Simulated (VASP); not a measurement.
AlCu3: single point with LDA

The system is AlCu3.

```
Al Cu
1.0
     3.49930    0.00000    0.00000
     0.00000    3.49930    0.00000
     0.00000    0.00000    3.49930
Al Cu
1 3
Direct
  0.00000 0.00000 0.00000
  0.50000 0.47860 0.00000
  0.50000 0.00000 0.50000
  0.00000 0.52140 0.50000
```

This cell differs from its parent crystal: atoms displaced along a vibrational mode, the cell strained.

```json
{
  "Program": "VASP 6.6.1",
  "Task": "single point",
  "Functional": "LDA",
  "Potentials or basis": "VASP PAW LDA potentials, release 64 (Al, Cu)",
  "Cutoff": "520 eV",
  "k mesh": "12 × 12 × 12",
  "Occupations": "gaussian, width 0.15 eV",
  "Spin": "no spin polarisation"
}
```

```json
{
  "Pressure": "16.6 GPa",
  "Largest force": "0.692 eV/Å",
  "Band gap on the k mesh": "zero (bands 18 and 19 overlap by 6.03 eV)"
}
```

Forces on the atoms (eV/Å):
```
Al   0.000  0.000  0.000
Cu   0.000  0.692  0.000
Cu   0.000  0.000  0.000
Cu   0.000 -0.692  0.000
```

Stress tensor (GPa, compression positive):
```
16.54  0.00  0.00
 0.00 16.64  0.00
 0.00  0.00 16.54
```

Levels at points of the mesh, in eV from the Fermi level:
```
           k point  band 16  band 17  band 18  band 19  band 20  band 21
(0.00, 0.00, 0.00)    -2.27    -0.42    -0.42    -0.35     4.81     4.86
(0.50, 0.00, 0.00)    -2.76    -2.27     4.05     4.06     4.08     4.19
(0.00, 0.50, 0.00)    -2.78    -2.29     4.09     4.09     4.19     4.19
(0.50, 0.50, 0.00)    -3.06    -2.60    -1.27    -1.26     6.71     6.78
(0.50, 0.00, 0.50)    -3.04    -2.58    -1.28    -1.28     6.83     6.83
(0.50, 0.50, 0.50)    -2.51    -2.48    -2.48    -1.75     1.86     2.07
```

Run time: 110 s on 1 thread of Intel(R) Xeon(R) 6975P-C (Granite Rapids), on a shared host, peak memory 0.27 GiB.

Caveat: the cell differs from its parent crystal (atoms displaced along a vibrational mode, the cell strained); the cell stands under pressure.
